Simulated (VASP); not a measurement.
# Zr2N (P4_2/mnm) in VASP: further runs

The runs below take Zr2N through single point, with PBEsol.

Program: VASP 6.6.1. These are calculated values, not measurements. Logs are shortened: lines on timing, memory, paths and dates and some standing lists are left out, and cuts for length are marked.

### Step 1. The cell of the first run

It takes space group P4_2/mnm (No. 136, tetragonal). The conventional cell has a = 5.785 Å, b = 5.785 Å, c = 2.820 Å, α = 90.00°, β = 90.00°, γ = 90.00°. Zr (site symmetry m2m) has 3 N at 2.18 to 2.42 Å and 2 Zr at 2.82 Å within 2.9 Å. N (site symmetry mmm) has 6 Zr at 2.18 to 2.42 Å and 2 N at 2.82 Å within 2.9 Å.

### Step 2. Single point, PBEsol

Contents of INCAR:

```
SYSTEM = Zr2N
PREC = Accurate
ENCUT = 520
EDIFF = 1E-6
ISMEAR = 0
SIGMA = 0.15
LREAL = .FALSE.
LASPH = .TRUE.
NELM = 60
ALGO = Normal
ISIF = 2
LWAVE = .FALSE.
LCHARG = .FALSE.
GGA = PS
NBANDS = 38
```

Contents of KPOINTS:

```
regular mesh
0
G
  10 10 16
  0 0 0
```

Contents of POSCAR:

```
Zr2N
1.0
    5.7847096777      0.0000000000      0.0000000000
    0.0000000000      5.7847096777      0.0000000000
    0.0000000000      0.0000000000      2.8202609702
Zr N
4 2
Direct
    0.2962523428      0.2962523428      0.0000000000
    0.7037476572      0.7037476572      0.0000000000
    0.7962523428      0.2037476572      0.5000000000
    0.2037476572      0.7962523428      0.5000000000
    0.0000000000      0.0000000000      0.0000000000
    0.5000000000      0.5000000000      0.5000000000
```

Potentials or basis: VASP PAW PBE potentials, release 64 (Zr_sv, N).

Launch:

```sh
> cat potpaw_PBE.64/Zr_sv/POTCAR potpaw_PBE.64/N/POTCAR > POTCAR
> mpirun -np 1 vasp_std > vasp.out
```

OUTCAR:

```text
SYSTEM = Zr2N
   PREC = Accurate
   ENCUT = 520
   EDIFF = 1E-6
   ISMEAR = 0
   LREAL = .FALSE.
   LASPH = .TRUE.
   NELM = 60
   ISIF = 2
   GGA = PS

 ion  position               nearest neighbor table
   1  0.296  0.296  0.000-   6 2.18   6 2.18   5 2.42   4 3.26   3 3.26   4 3.26   3 3.26   4 3.26
                             4 3.26   3 3.26   3 3.26   2 3.33
   2  0.704  0.704  0.000-   6 2.18   6 2.18   5 2.42   4 3.26   3 3.26   4 3.26   3 3.26   3 3.26
                             3 3.26   4 3.26   4 3.26   1 3.33
   3  0.796  0.204  0.500-   5 2.18   5 2.18   6 2.42   2 3.26   1 3.26   2 3.26   1 3.26   2 3.26
                             2 3.26   1 3.26   1 3.26   4 3.33
   4  0.204  0.796  0.500-   5 2.18   5 2.18   6 2.42   2 3.26   1 3.26   2 3.26   1 3.26   1 3.26
                             1 3.26   2 3.26   2 3.26   3 3.33
   5  0.000  0.000  0.000-   3 2.18   4 2.18   3 2.18   4 2.18   1 2.42   2 2.42
   6  0.500  0.500  0.500-   1 2.18   2 2.18   1 2.18   2 2.18   3 2.42   4 2.42

  LATTYP: Found a simple tetragonal cell.
 ALAT       =     5.7847096777
 C/A-ratio  =     0.4875371673

  Lattice vectors:

 A1 = (   5.7847096777,   0.0000000000,   0.0000000000)
 A2 = (   0.0000000000,   5.7847096777,   0.0000000000)
 A3 = (   0.0000000000,   0.0000000000,   2.8202609702)

Analysis of symmetry for initial positions (statically):
=====================================================================
 Subroutine PRICEL returns:
 Original cell was already a primitive cell.

 Routine SETGRP: Setting up the symmetry group for a
 simple tetragonal supercell.

 Subroutine GETGRP returns: Found 16 space group operations
 (whereof  8 operations were pure point group operations)
 out of a pool of 16 trial point group operations.

The static configuration has the point symmetry D_2h.
 The point group associated with its full space group is D_4h.

Analysis of symmetry for dynamics (positions and initial velocities):
=====================================================================
 Subroutine PRICEL returns:
 Original cell was already a primitive cell.

 Routine SETGRP: Setting up the symmetry group for a
 simple tetragonal supercell.

 Subroutine GETGRP returns: Found 16 space group operations
 (whereof  8 operations were pure point group operations)
 out of a pool of 16 trial point group operations.

The dynamic configuration has the point symmetry D_2h.
 The point group associated with its full space group is D_4h.

 Subroutine INISYM returns: Found 16 space group operations
 (whereof  8 operations are pure point group operations),
 and found     1 'primitive' translations

----------------------------------------------------------------------------------------

                                     Primitive cell

  volume of cell :      94.3740

  direct lattice vectors                    reciprocal lattice vectors
     5.784709678  0.000000000  0.000000000     0.172869523  0.000000000  0.000000000
     0.000000000  5.784709678  0.000000000     0.000000000  0.172869523  0.000000000
     0.000000000  0.000000000  2.820260970     0.000000000  0.000000000  0.354577116

  length of vectors
     5.784709678  5.784709678  2.820260970     0.172869523  0.172869523  0.354577116

  position of ions in fractional coordinates (direct lattice)
     0.296252343  0.296252343  0.000000000
     0.703747657  0.703747657  0.000000000
     0.796252343  0.203747657  0.500000000
     0.203747657  0.796252343  0.500000000
     0.000000000  0.000000000  0.000000000
     0.500000000  0.500000000  0.500000000

  ion indices of the primitive-cell ions
   primitive index   ion index
                 1           1
                 2           2
                 3           3
                 4           4
                 5           5
                 6           6

----------------------------------------------------------------------------------------

 KPOINTS: regular mesh

Automatic generation of k-mesh.
 Grid dimensions read from file:
 generate k-points for:   10   10   16

 Generating k-lattice:

  Cartesian coordinates                     Fractional coordinates (reciprocal lattice)
     0.017286952  0.000000000  0.000000000     0.100000000  0.000000000  0.000000000
     0.000000000  0.017286952  0.000000000     0.000000000  0.100000000  0.000000000
     0.000000000  0.000000000  0.022161070     0.000000000  0.000000000  0.062500000

  Length of vectors
     0.017286952  0.017286952  0.022161070

  Shift w.r.t. Gamma in fractional coordinates (k-lattice)
     0.000000000  0.000000000  0.000000000

 Subroutine IBZKPT returns following result:
 ===========================================

 Found    189 irreducible k-points:

 Following reciprocal coordinates:
            Coordinates               Weight
  0.000000  0.000000  0.000000      1.000000
  0.100000  0.000000  0.000000      4.000000
  0.200000  0.000000  0.000000      4.000000
  0.300000  0.000000  0.000000      4.000000
  0.400000  0.000000  0.000000      4.000000
  0.500000  0.000000  0.000000      2.000000
[... 16 lines left out ...]
  0.100000  0.000000  0.062500      8.000000
  0.200000  0.000000  0.062500      8.000000
 [... further k-points ...]
   k-points           NKPTS =    189   k-points in BZ     NKDIM =    189   number of bands    NBANDS=     38
   number of dos      NEDOS =    301   number of ions     NIONS =      6
   total plane-waves  NPLWV =  55296
   dimension x,y,z NGX =    48 NGY =   48 NGZ =   24
   dimension x,y,z NGXF=    96 NGYF=   96 NGZF=   48
   ions per type =               4   2
   NGX,Y,Z   is equivalent  to a cutoff of  13.79, 13.79, 14.15 a.u.
   NGXF,Y,Z  is equivalent  to a cutoff of  27.59, 27.59, 28.29 a.u.
 SYSTEM =  Zr2N
   PREC   = accura    normal or accurate (medium, high low for compatibility)
   ISTART =      0    job   : 0-new  1-cont  2-samecut
   ICHARG =      2    charge: 1-file 2-atom 10-const
   ISPIN  =      1    spin polarized calculation?
   LNONCOLLINEAR =      F non collinear calculations
   LSORBIT =      F    spin-orbit coupling
   LASPH  =      T    aspherical Exc in radial PAW
   ENCUT  =  520.0 eV  38.22 Ry    6.18 a.u.  10.76 10.76  5.24*2*pi/ulx,y,z
   NELM   =     60;   NELMIN=  2; NELMDL= -5     # of ELM steps
   EDIFF  = 0.1E-05   stopping-criterion for ELM
   LREAL  =      F    real-space projection
   EDIFFG = 0.1E-04   stopping-criterion for IOM
   NSW    =      0    number of steps for IOM
   IBRION =     -1    ionic relax: 0-MD 1-quasi-New 2-CG
   NFREE  =      0    steps in history (QN), initial steepest desc. (CG)
   ISIF   =      2    stress and relaxation
   ISYM   =      2    0-nonsym 1-usesym 2-fastsym
   POTIM  = 0.5000    time-step for ionic-motion
   TEBEG  =    0.0;   TEEND  =   0.0 temperature during run
   PSTRESS=    0.0 pullay stress
   NELECT =      58.0000    total number of electrons
   NUPDOWN=      -1.0000    fix difference up-down
   EMIN   =  10.00;   EMAX   =-10.00  energy-range for DOS
   EFERMI =   0.00;   METHOD = LEGACY
   ISMEAR =     0;   SIGMA  =   0.15  broadening in eV -4-tet -1-fermi 0-gaus
   EFERMI_NEDOS =   21; number of points for ismear=-14 and -15
   IALGO  =     38    algorithm
   IMIX   =      4    mixing-type and parameters
     AMIX     =   0.40;   BMIX     =  1.00
     AMIX_MAG =   1.60;   BMIX_MAG =  1.00
  volume/ion in A,a.u.               =      15.73       106.14
  Fermi-wavevector in a.u.,A,eV,Ry     =   1.391874  2.630261 26.358758  1.937314
  Thomas-Fermi vector in A             =   2.515671
   LORBIT       =      0    0 simple, 1 ext, 2 COOP (PROOUT), +10 PAW based schemes
   GGA     = PS    functional components
   LHFCALC =     F    Hartree Fock is set to
   AEXX    =    0.0000 exact exchange contribution
   IVDW    =     0    specifies the selected vdW correction
   LEPSILON=     F    determine dielectric tensor
   LRPA    =     F    only Hartree local field effects (RPA)
 non-spin polarized calculation
 Gauss-broadening in eV      SIGMA  =   0.15
  energy-cutoff  :      520.00
  volume of cell :       94.37
 maximum number of plane-waves:      2562
 NGX is ok and might be reduce to    48

 number of electron      57.9999998 magnetization

 Free energy of the ion-electron system (eV)
  ---------------------------------------------------
  ext. energy  EPLUGINS =         0.00000000
  ---------------------------------------------------
  free energy    TOTEN  =       -59.18038315 eV

  energy without entropy =      -59.11706665  energy(sigma->0) =      -59.14872490

 E-fermi :   9.9765     XC(G=0): -11.9198

 val. band max:        9.9690707079   @ k =   0.3000   0.3000   0.2500
 cond. band min:       9.9779301869   @ k =   0.5000   0.1000   0.2500
 fundamental gap:      0.0088594790
 Fermi energy:         9.9765101737

 k-point     1 :       0.0000    0.0000    0.0000
  band No.  band energies     occupation
      1     -38.6695      2.00000
      2     -38.5640      2.00000
      3     -38.5640      2.00000
      4     -38.5033      2.00000
      5     -17.6026      2.00000
      6     -17.0258      2.00000
[... 30 lines left out ...]
     37      13.0821      0.00000
     38      13.4810      0.00000

 k-point     2 :       0.1000    0.0000    0.0000
  band No.  band energies     occupation
      1     -38.6671      2.00000
      2     -38.5668      2.00000
      3     -38.5624      2.00000
      4     -38.5046      2.00000
      5     -17.5876      2.00000
      6     -17.0270      2.00000
[... 30 lines left out ...]
     37      13.1560      0.00000
     38      13.5672      0.00000

 k-point     3 :       0.2000    0.0000    0.0000
  band No.  band energies     occupation
      1     -38.6599      2.00000
      2     -38.5748      2.00000
      3     -38.5579      2.00000
      4     -38.5086      2.00000
      5     -17.5443      2.00000
      6     -17.0701      2.00000
[... 30 lines left out ...]
     37      13.3388      0.00000
[... 781 lines left out ...]
 k-point    23 :       0.1000    0.0000    0.0625
  band No.  band energies     occupation
      1     -38.6579      2.00000
      2     -38.5591      2.00000
      3     -38.5548      2.00000
      4     -38.4983      2.00000
      5     -17.5683      2.00000
      6     -17.0131      2.00000
[... 30 lines left out ...]
     37      13.1033      0.00000
     38      13.7825      0.00000

 k-point    24 :       0.2000    0.0000    0.0625
  band No.  band energies     occupation
      1     -38.6509      2.00000
      2     -38.5670      2.00000
      3     -38.5504      2.00000
      4     -38.5022      2.00000
      5     -17.5256      2.00000
      6     -17.0556      2.00000
[... 30 lines left out ...]
     37      13.2637      0.00000
     38      14.0054      0.00000

 [... further k-points ...]
[... 5 lines left out ...]
  --------------------------------------------------------------------------------------
  -------------------------------------------------------------------------------------
  Total       -8.7500896     -8.7500896     25.0216795      0.0000000      0.0000000      0.0000000
  in kB     -148.5493133   -148.5493133    424.7903160      0.0000000      0.0000000      0.0000000
  external PRESSURE =      42.5638965 kB  Pullay stress =       0.0000000 kB

 VOLUME and BASIS-vectors are now :
 -----------------------------------------------------------------------------
  energy-cutoff  :      520.00
  volume of cell :       94.37
      direct lattice vectors                 reciprocal lattice vectors
     5.784709678  0.000000000  0.000000000     0.172869523  0.000000000  0.000000000
     0.000000000  5.784709678  0.000000000     0.000000000  0.172869523  0.000000000
     0.000000000  0.000000000  2.820260970     0.000000000  0.000000000  0.354577116

 POSITION                                       TOTAL-FORCE (eV/Angst)
 -----------------------------------------------------------------------------------
      1.71373      1.71373      0.00000        -0.130002     -0.130002     -0.000000
      4.07098      4.07098      0.00000         0.130002      0.130002      0.000000
      4.60609      1.17862      1.41013        -0.130002      0.130002      0.000000
      1.17862      4.60609      1.41013         0.130002     -0.130002      0.000000
      0.00000      0.00000      0.00000         0.000000     -0.000000      0.000000
      2.89235      2.89235      1.41013         0.000000     -0.000000      0.000000
 -----------------------------------------------------------------------------------
    total drift:                                0.000000      0.000000      0.000000

  FREE ENERGIE OF THE ION-ELECTRON SYSTEM (eV)
  ---------------------------------------------------
  free  energy   TOTEN  =       -59.1803831525 eV

  energy  without entropy=      -59.1170666480  energy(sigma->0) =      -59.14872490
```

Run time: 5.8 min. Hardware: 1 thread of Intel Xeon 6975P-C (Granite Rapids), shared host; peak memory 0.59 GiB.

Results:

```yaml
Free_energy: -59.1804 eV
Pressure: 4.3 GPa
Largest_force: 0.184 eV/Å
Band_gap_on_the_k_mesh: zero (band 29 reaches 10.43 eV, above the bottom of band 30 at 9.41 eV)
```

Forces in eV/Å, atoms in the order of the input:
```
Zr  -0.130 -0.130  0.000
Zr   0.130  0.130  0.000
Zr  -0.130  0.130  0.000
Zr   0.130 -0.130  0.000
N    0.000  0.000  0.000
N    0.000  0.000  0.000
```

Levels at points of the mesh, in eV from the Fermi level:
```
           k point  band 26  band 27  band 28  band 29  band 30  band 31  band 32  band 33
(0.00, 0.00, 0.00)    -2.35    -0.56    -0.49    -0.26     0.33     0.33     1.18     1.18
(0.50, 0.00, 0.00)    -2.56    -1.59    -1.59     0.38     0.38     0.88     0.88     1.66
(0.50, 0.50, 0.00)    -2.07    -1.86    -1.86     0.41     0.41     0.66     0.66     0.99
(0.00, 0.00, 0.50)    -1.71    -0.58    -0.58    -0.57    -0.57     0.94     0.94     2.68
(0.50, 0.00, 0.50)    -2.07    -0.70    -0.70    -0.45    -0.45     1.12     1.12     2.85
(0.50, 0.50, 0.50)    -1.59    -1.28    -1.28     0.41     0.41     0.76     0.76     2.51
```

Caveat: the PAW data sets were made with another functional, which shifts forces and pressure a little.

### Step 3. Single point, PBEsol

This run uses another cell than the first one, of the same volume but with other edges.

Edit INCAR of step 2 so:

```diff
@@ -3,3 +3,3 @@
 ENCUT = 520
-EDIFF = 1E-6
+EDIFF = 1E-7
 ISMEAR = 0
@@ -8,3 +8,3 @@
 LASPH = .TRUE.
-NELM = 60
+NELM = 80
 ALGO = Normal
```

Contents of KPOINTS:

```
Automatic mesh
0
G
  10 10 16
  0 0 0
```

Edit POSCAR of step 2 so:

```diff
@@ -2,5 +2,5 @@
 1.0
-    5.7847096777      0.0000000000      0.0000000000
-    0.0000000000      5.7847096777      0.0000000000
-    0.0000000000      0.0000000000      2.8202609702
+    4.9203626416      0.0000000000      0.0000000000
+    0.0000000000      4.9203626416      0.0000000000
+    0.0000000000      0.0000000000      3.8981469550
 Zr N
```

Potentials or basis: VASP PAW PBE potentials, release 64 (Zr_sv, N).

Launch:

```sh
> cat potpaw_PBE.64/Zr_sv/POTCAR potpaw_PBE.64/N/POTCAR > POTCAR
> mpirun -np 1 vasp_std > vasp.out
```

Run time: 6.3 min. Hardware: 1 thread of Intel Xeon 6975P-C (Granite Rapids), shared host; peak memory 0.58 GiB.

Results (log left out):

- Free energy: -59.3669 eV
- Pressure: 2.7 GPa
- Largest force: 0.162 eV/Å
- Band gap on the k mesh: zero (band 29 reaches 10.43 eV, above the bottom of band 30 at 9.22 eV)

Forces in eV/Å, atoms in the order of the input:
```
Zr  -0.115 -0.115  0.000
Zr   0.115  0.115  0.000
Zr  -0.115  0.115  0.000
Zr   0.115 -0.115  0.000
N    0.000  0.000  0.000
N    0.000  0.000  0.000
```

Stress tensor (GPa, compression positive):
```
 15.48   0.00   0.00
  0.00  15.48   0.00
  0.00   0.00 -22.86
```

Levels at points of the mesh, in eV from the Fermi level:
```csv
k point,band 25,band 26,band 27,band 28,band 29,band 30,band 31,band 32,band 33,band 34
"(0.00, 0.00, 0.00)",-3.64,-1.75,-1.08,0.30,0.30,0.96,1.37,1.37,1.45,1.67
"(0.50, 0.00, 0.00)",-1.59,-1.59,-0.79,-0.79,-0.15,-0.15,1.43,1.43,2.46,2.46
"(0.50, 0.50, 0.00)",-1.03,-1.03,-0.79,-0.79,0.02,0.02,0.37,0.37,1.84,1.84
"(0.00, 0.00, 0.50)",-1.72,-1.72,-0.78,-0.78,-0.72,-0.72,1.36,1.36,2.24,2.24
"(0.50, 0.00, 0.50)",-1.75,-1.75,-1.15,-1.15,-0.76,-0.76,1.29,1.29,2.64,2.64
"(0.50, 0.50, 0.50)",-2.00,-2.00,-0.67,-0.67,-0.12,-0.12,1.41,1.41,1.55,1.55
```

Caveat: the PAW data sets were made with another functional, which shifts forces and pressure a little.

[end of part 1 of 2]
